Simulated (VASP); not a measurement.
Wanted: the native input for a VASP 6.6.1 run.

```
Task                   : single point
Functional             : PBE
Potentials or basis    : VASP PAW PBE potentials, release 64 (Mn_sv, O)
Cutoff                 : 600 eV
k mesh                 : 12 × 12 × 12
Occupations            : gaussian, width 0.05 eV
Spin                   : collinear spin, ferromagnetic start
Starting moments       : [4.76, 0.18] μB
Hubbard terms          : Mn d U = 3.9 eV
Dipole correction      : no
Further INCAR settings : ALGO = Normal; EDIFF = 1e-06; NBANDS = 22
```

The structure of MnO lies in POSCAR:

```
MnO
1.0
    0.0000000000      2.2664522272      2.2664522272
    2.2664522272      0.0000000000      2.2664522272
    2.2664522272      2.2664522272      0.0000000000
Mn O
1 1
Direct
    0.0000000000      0.0000000000      0.0000000000
    0.5000000000      0.5000000000      0.5000000000
```

One way to write it, as run:

INCAR

```
SYSTEM = MnO
PREC = Accurate ; ENCUT = 600
EDIFF = 1E-6 ; ISMEAR = 0
SIGMA = 0.05 ; LREAL = .False.
LASPH = .True. ; NELM = 200
ALGO = Normal ; ISIF = 2
LWAVE = .False. ; LCHARG = .True.
ISPIN = 2 ; MAGMOM = 4.76 0.18
LORBIT = 11 ; LMAXMIX = 4
LDAU = .True. ; LDAUTYPE = 2
LDAUL = 2 -1 ; LDAUU = 3.9 0
LDAUJ = 0 0 ; LDAUPRINT = 1
GGA = PE ; LELF = .True.
LVHAR = .True. ; NBANDS = 22
GGA_COMPAT = .False.
```

KPOINTS

```
regular mesh
0
Gamma
  12 12 12
  0 0 0
```

Potentials or basis: VASP PAW PBE potentials, release 64 (Mn_sv, O).

Command:

```sh
$ cat potpaw_PBE.64/Mn_sv/POTCAR potpaw_PBE.64/O/POTCAR > POTCAR
$ mpirun -np 1 vasp_std > vasp.out
```

Results of the run:

| Property | Result |
| --- | --- |
| Pressure | -3.9 GPa |
| Net moment | 5.00 μB per cell |
| Site moments | Mn +4.50; O +0.15 μB |
| Valence electrons inside the program's atomic spheres | Mn 12.85; O 4.98 |

Caveat: the cell stands under tension; a cell with one magnetic atom can't hold antiferromagnetic order, which such compounds often take.

Run time: 2.3 min on 1 thread of Intel(R) Xeon(R) Platinum 8259CL CPU @ 2.50GHz (Skylake/Cascade Lake), on a shared host, peak memory 0.21 GiB.
